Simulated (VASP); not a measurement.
# Ga3H (Fm-3m) in VASP: further runs, part 3 of 3

VASP 6.6.1.

### 5 Relaxation of cell and atoms, PBE

INCAR reads:

```
SYSTEM = Ga3H
PREC = Accurate ; ENCUT = 600
EDIFF = 1E-6 ; ISMEAR = 0
SIGMA = 0.1 ; LREAL = .False.
LASPH = .True. ; NELM = 100
ALGO = Normal ; ISIF = 3
LWAVE = .False. ; LCHARG = .False.
GGA = PE ; IBRION = 2
NSW = 90 ; EDIFFG = -0.04
```

KPOINTS reads:

```
regular mesh
0
Gamma
  6 6 6
  0 0 0
```

POSCAR reads:

```
Ga3H
1.0
    0.0000000000      3.1180876098      3.1180876098
    3.1180876098      0.0000000000      3.1180876098
    3.1180876098      3.1180876098      0.0000000000
Ga H
3 1
Direct
    0.2500000000      0.2500000000      0.2500000000
    0.5000000000      0.5000000000      0.5000000000
    0.7500000000      0.7500000000      0.7500000000
    0.0000000000      0.0000000000      0.0000000000
```

Potentials or basis: VASP PAW PBE potentials, release 64 (Ga_d, H).

Launch:

```bash
$ cat potpaw_PBE.64/Ga_d/POTCAR potpaw_PBE.64/H/POTCAR > POTCAR
$ mpirun -np 1 vasp_std > vasp.out
```

OUTCAR:

```text
SYSTEM = Ga3H
   PREC = Accurate
   ENCUT = 600
   EDIFF = 1E-6
   ISMEAR = 0
   LREAL = .False.
   LASPH = .True.
   NELM = 100
   ISIF = 3
   GGA = PE
   IBRION = 2
   NSW = 90
   EDIFFG = -0.04

 ion  position               nearest neighbor table
   1  0.250  0.250  0.250-   2 2.70   2 2.70   2 2.70   2 2.70
   2  0.500  0.500  0.500-   1 2.70   1 2.70   1 2.70   1 2.70   3 2.70   3 2.70   3 2.70   3 2.70

   3  0.750  0.750  0.750-   2 2.70   2 2.70   2 2.70   2 2.70
   4  0.000  0.000  0.000-

  LATTYP: Found a face centered cubic cell.
 ALAT       =     6.2361752196

  Lattice vectors:

 A1 = (   0.0000000000,   3.1180876098,   3.1180876098)
 A2 = (   3.1180876098,   0.0000000000,   3.1180876098)
 A3 = (   3.1180876098,   3.1180876098,   0.0000000000)

Analysis of symmetry for initial positions (statically):
=====================================================================
 Subroutine PRICEL returns:
 Original cell was already a primitive cell.

 Routine SETGRP: Setting up the symmetry group for a
 face centered cubic supercell.

 Subroutine GETGRP returns: Found 48 space group operations
 (whereof 48 operations were pure point group operations)
 out of a pool of 48 trial point group operations.

The static configuration has the point symmetry O_h .

Analysis of symmetry for dynamics (positions and initial velocities):
=====================================================================
 Subroutine PRICEL returns:
 Original cell was already a primitive cell.

 Routine SETGRP: Setting up the symmetry group for a
 face centered cubic supercell.

 Subroutine GETGRP returns: Found 48 space group operations
 (whereof 48 operations were pure point group operations)
 out of a pool of 48 trial point group operations.

The dynamic configuration has the point symmetry O_h .

 Subroutine INISYM returns: Found 48 space group operations
 (whereof 48 operations are pure point group operations),
 and found     1 'primitive' translations

----------------------------------------------------------------------------------------

                                     Primitive cell

  volume of cell :      60.6310

  direct lattice vectors                    reciprocal lattice vectors
     0.000000000  3.118087610  3.118087610    -0.160354699  0.160354699  0.160354699
     3.118087610  0.000000000  3.118087610     0.160354699 -0.160354699  0.160354699
     3.118087610  3.118087610  0.000000000     0.160354699  0.160354699 -0.160354699

  length of vectors
     4.409641786  4.409641786  4.409641786     0.277742486  0.277742486  0.277742486

  position of ions in fractional coordinates (direct lattice)
     0.250000000  0.250000000  0.250000000
     0.500000000  0.500000000  0.500000000
[... 102 lines left out ...]
   LRPA    =     F    only Hartree local field effects (RPA)
 conjugate gradient relaxation of ions
 non-spin polarized calculation
 Gauss-broadening in eV      SIGMA  =   0.10
  energy-cutoff  :      600.00
  volume of cell :       60.63
 maximum number of plane-waves:      2085
   NGX = 17   NGY = 17   NGZ = 17

--------------------------------------- Ionic step        1  -------------------------------------------

 number of electron      39.9999978 magnetization

 Free energy of the ion-electron system (eV)
  ---------------------------------------------------
  ext. energy  EPLUGINS =         0.00000000
  ---------------------------------------------------
  free energy    TOTEN  =       -10.58378357 eV

  energy without entropy =      -10.57013605  energy(sigma->0) =      -10.57695981

------------------------ aborting loop because EDIFF is reached ----------------------------------------

  FORCE on cell =-STRESS in cart. coord.  units (eV):
  Direction    XX          YY          ZZ          XY          YZ          ZX
  --------------------------------------------------------------------------------------
  -------------------------------------------------------------------------------------
  Total        0.4371214      0.4371214      0.4371214      0.0000000      0.0000000      0.0000000
  in kB       11.5509514     11.5509514     11.5509514      0.0000000      0.0000000      0.0000000
  external PRESSURE =      11.5509514 kB  Pullay stress =       0.0000000 kB

 VOLUME and BASIS-vectors are now :
 -----------------------------------------------------------------------------
  energy-cutoff  :      600.00
  volume of cell :       60.63
      direct lattice vectors                 reciprocal lattice vectors
     0.000000000  3.118087610  3.118087610    -0.160354699  0.160354699  0.160354699
     3.118087610  0.000000000  3.118087610     0.160354699 -0.160354699  0.160354699
     3.118087610  3.118087610  0.000000000     0.160354699  0.160354699 -0.160354699

 POSITION                                       TOTAL-FORCE (eV/Angst)
 -----------------------------------------------------------------------------------
      1.55904      1.55904      1.55904        -0.000000     -0.000000     -0.000000
      3.11809      3.11809      3.11809        -0.000000      0.000000     -0.000000
      4.67713      4.67713      4.67713         0.000000      0.000000      0.000000
      0.00000      0.00000      0.00000        -0.000000      0.000000     -0.000000
 -----------------------------------------------------------------------------------
    total drift:                                0.000000      0.000000      0.000000

  FREE ENERGIE OF THE ION-ELECTRON SYSTEM (eV)
  ---------------------------------------------------
  free  energy   TOTEN  =       -10.5837835728 eV

  energy  without entropy=      -10.5701360500  energy(sigma->0) =      -10.57695981

--------------------------------------- Ionic step        2  -------------------------------------------

 number of electron      39.9999993 magnetization

 Free energy of the ion-electron system (eV)
  ---------------------------------------------------
  ext. energy  EPLUGINS =         0.00000000
  ---------------------------------------------------
  free energy    TOTEN  =       -10.58900569 eV

  energy without entropy =      -10.57538977  energy(sigma->0) =      -10.58219773

 E-fermi :   4.8318     XC(G=0): -10.8239

 val. band max:        4.7096812794   @ k =  -0.3333   0.5000   0.1667
 cond. band min:       4.8612652597   @ k =   0.5000   0.3333   0.1667
 fundamental gap:      0.1515839803
 Fermi energy:         4.8318395544

 k-point     1 :       0.0000    0.0000    0.0000
  band No.  band energies     occupation
      1     -10.2621      2.00000
      2     -10.2621      2.00000
      3     -10.2075      2.00000
      4     -10.2075      2.00000
      5     -10.2075      2.00000
      6     -10.0930      2.00000
[... 421 lines left out ...]
     23       8.9216      0.00000
     24      12.3035      0.00000

------------------------ aborting loop because EDIFF is reached ----------------------------------------

  FORCE on cell =-STRESS in cart. coord.  units (eV):
  Direction    XX          YY          ZZ          XY          YZ          ZX
  --------------------------------------------------------------------------------------
  -------------------------------------------------------------------------------------
  Total        0.1182301      0.1182301      0.1182301     -0.0000000      0.0000000      0.0000000
  in kB        3.0753398      3.0753398      3.0753398     -0.0000000      0.0000000      0.0000000
  external PRESSURE =       3.0753398 kB  Pullay stress =       0.0000000 kB

 VOLUME and BASIS-vectors are now :
 -----------------------------------------------------------------------------
  energy-cutoff  :      600.00
  volume of cell :       61.60
      direct lattice vectors                 reciprocal lattice vectors
    -0.000000000  3.134526089  3.134526089    -0.159513747  0.159513747  0.159513747
     3.134526089 -0.000000000  3.134526089     0.159513747 -0.159513747  0.159513747
     3.134526089  3.134526089  0.000000000     0.159513747  0.159513747 -0.159513747

 POSITION                                       TOTAL-FORCE (eV/Angst)
 -----------------------------------------------------------------------------------
      1.56726      1.56726      1.56726        -0.000000      0.000000      0.000000
      3.13453      3.13453      3.13453        -0.000000     -0.000000      0.000000
      4.70179      4.70179      4.70179         0.000000      0.000000     -0.000000
      3.13453     -0.00000      3.13453        -0.000000     -0.000000      0.000000
 -----------------------------------------------------------------------------------
    total drift:                                0.000000      0.000000      0.000000

  FREE ENERGIE OF THE ION-ELECTRON SYSTEM (eV)
  ---------------------------------------------------
  free  energy   TOTEN  =       -10.5890056873 eV

  energy  without entropy=      -10.5753897698  energy(sigma->0) =      -10.58219773

 reached required accuracy - stopping structural energy minimisation
```

CONTCAR:

```text
Ga3H
   1.00000000000000
    -0.0000000000000000    3.1345260885782822    3.1345260885782822
     3.1345260885782822   -0.0000000000000000    3.1345260885782822
     3.1345260885782822    3.1345260885782822    0.0000000000000000
  Ga              H
     3     1
Direct
     0.2500000000000000    0.2500000000000000    0.2500000000000000
     0.5000000000000000    0.5000000000000000    0.5000000000000000
     0.7500000000000000    0.7500000000000000    0.7500000000000000
     0.0000000000000000    1.0000000000000000    0.0000000000000000

  0.00000000E+00  0.00000000E+00  0.00000000E+00
  0.00000000E+00  0.00000000E+00  0.00000000E+00
  0.00000000E+00  0.00000000E+00  0.00000000E+00
  0.00000000E+00  0.00000000E+00  0.00000000E+00
```

Run time: 52 s. Hardware: 1 thread of Intel Xeon 8259CL, shared host; peak memory 0.22 GiB.

Results:

| Item | Value |
| --- | --- |
| Free energy | -10.5890 eV |
| Relaxed volume | 15.40 Å³/atom |
| Relaxed cell | a = 4.433 Å, b = 4.433 Å, c = 4.433 Å, α = 60.00°, β = 60.00°, γ = 60.00° |
| Space group after relaxing (to 0.1 Å) | Fm-3m (No. 225) |
| Energy gained by relaxing | 1.3 meV/atom |
| Ionic steps | 2 |
| Pressure after relaxing | 0.3 GPa |
| Band gap on the k mesh | zero (bands 20 and 21 overlap by 3.38 eV) |

The path:
```csv
step,energy change (eV),largest force (eV/Å),pressure (GPa),volume (Å³)
1,0.0000,0.0000,1.16,60.63
2,-0.0052,0.0000,0.31,61.60
```

Final structure:
```yaml
crystal:
  lattice:
    - [0.00000, 3.13453, 3.13453]
    - [3.13453, 0.00000, 3.13453]
    - [3.13453, 3.13453, 0.00000]
  atoms:
    - { symbol: Ga, position: [0.25000, 0.25000, 0.25000] }
    - { symbol: Ga, position: [0.50000, 0.50000, 0.50000] }
    - { symbol: Ga, position: [0.75000, 0.75000, 0.75000] }
    - { symbol: H, position: [0.00000, 0.00000, 0.00000] }
```

### 6 Overview

```tsv
task	cell	k mesh	cutoff (eV)	gap on the mesh (eV)	pressure (GPa)	relaxed volume (Å³/atom)
single point	a = 4.410 Å, angles 60.0°, 4 atoms	4 × 4 × 4	520	none	0.2	-
single point	a = 4.440 Å, angles 60.0°, 4 atoms	6 × 6 × 6	520	none	0.2	-
relaxation of cell and atoms	relaxed from a = 4.886 Å, angles 60.0°, 4 atoms	4 × 4 × 4	600	none	-0.1	15.27
relaxation of cell and atoms	relaxed from a = 4.410 Å, angles 60.0°, 4 atoms	6 × 6 × 6	600	none	0.3	15.40
```

Alike in all rows: level PBE; potentials or basis VASP PAW PBE potentials, release 64 (Ga_d, H); no spin polarisation; smearing gaussian 0.1 eV.

Caveats: some runs use coarse meshes; the volume moved by over 15 % at a fixed basis, so the end points are rough (at least some runs).

Absolute energies hang on the potentials; compare differences alone.

The gap in the log of VASP goes by the Fermi energy; the results here count the filled bands.